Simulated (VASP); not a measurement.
A run of VASP 6.6.1 is set up as follows.

File INCAR:

```
PREC = Accurate ; ENCUT = 600
EDIFF = 1E-7 ; ISMEAR = 0
SIGMA = 0.1 ; LREAL = False
LASPH = True ; NELM = 80
ALGO = Normal ; ISIF = 3
LWAVE = False ; LCHARG = False
GGA = PE ; IBRION = 2
NSW = 90 ; EDIFFG = -0.04
```

File KPOINTS:

```
regular mesh
0
Gamma
  6 6 6
```

POSCAR

```
Sn2TeS
1.0
    2.1859388900      1.2620524100      6.9508539400
   -2.1859388900      1.2620524100      6.9508539400
    0.0000000000     -2.5241048100      6.9508539400
Sn Te S
2 1 1
Direct
    0.7510823000      0.7510823000      0.7510823000
    0.2489177000      0.2489177000      0.2489177000
    0.5000000000      0.5000000000      0.5000000000
    0.0000000000      0.0000000000      0.0000000000
```

Potentials or basis: VASP PAW PBE potentials, release 64 (Sn_d, Te, S).

Launch:

```console
$ cat potpaw_PBE.64/Sn_d/POTCAR potpaw_PBE.64/Te/POTCAR potpaw_PBE.64/S/POTCAR > POTCAR
$ mpirun -np 1 vasp_std > vasp.out
```

Q: Estimate the space group after relaxing (to 0.05 Å).

A: R-3m (No. 166).

Q: Estimate the relaxed volume.

A: 28.59 Å³/atom.

Final structure:
```
Sn Te S
1.0
     2.16731    1.25130    7.02777
    -2.16731    1.25130    7.02777
     0.00000   -2.50259    7.02777
Sn Te S
2 1 1
Cartesian
  0.0000 0.0000 15.6222
  0.0000 0.0000 5.4611
  0.0000 0.0000 10.5416
  0.0000 0.0000 0.0000
```
